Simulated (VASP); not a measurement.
Input of a VASP 6.6.1 run:

The input INCAR:

```
SYSTEM = Rh
PREC = Accurate ; ENCUT = 600
EDIFF = 1E-6 ; ISMEAR = 0
SIGMA = 0.1 ; LREAL = .FALSE.
LASPH = .TRUE. ; NELM = 60
ALGO = Normal ; ISIF = 3
LWAVE = .FALSE. ; LCHARG = .FALSE.
GGA = PE ; IBRION = 2
NSW = 70 ; EDIFFG = -0.008
PSTRESS = 300.0
```

The input KPOINTS:

```
Automatic mesh
0
G
  18 18 18
  0 0 0
```

The input POSCAR:

```
Rh
1.0
    0.0000000000      1.8555476037      1.8555476037
    1.8555476037      0.0000000000      1.8555476037
    1.8555476037      1.8555476037      0.0000000000
Rh
1
Direct
    0.0000000000      0.0000000000      0.0000000000
```

Potentials or basis: VASP PAW PBE potentials, release 64 (Rh_pv).

Command:

```sh
$ cat potpaw_PBE.64/Rh_pv/POTCAR > POTCAR
$ mpirun -np 1 vasp_std > vasp.out
```

(1) Predict the relaxed volume.

(2) Estimate the band gap on the k mesh.

(3) What does it give for the relaxed cell?

Answers

(1) 12.81 Å³/atom.

(2) zero (an odd number of electrons rules out a gap without spin polarisation).

(3) a = 2.626 Å, b = 2.626 Å, c = 2.626 Å, α = 60.00°, β = 60.00°, γ = 60.00°.

Caveat: the cell is relaxed towards a set pressure, so the run minimises the enthalpy, not the energy.
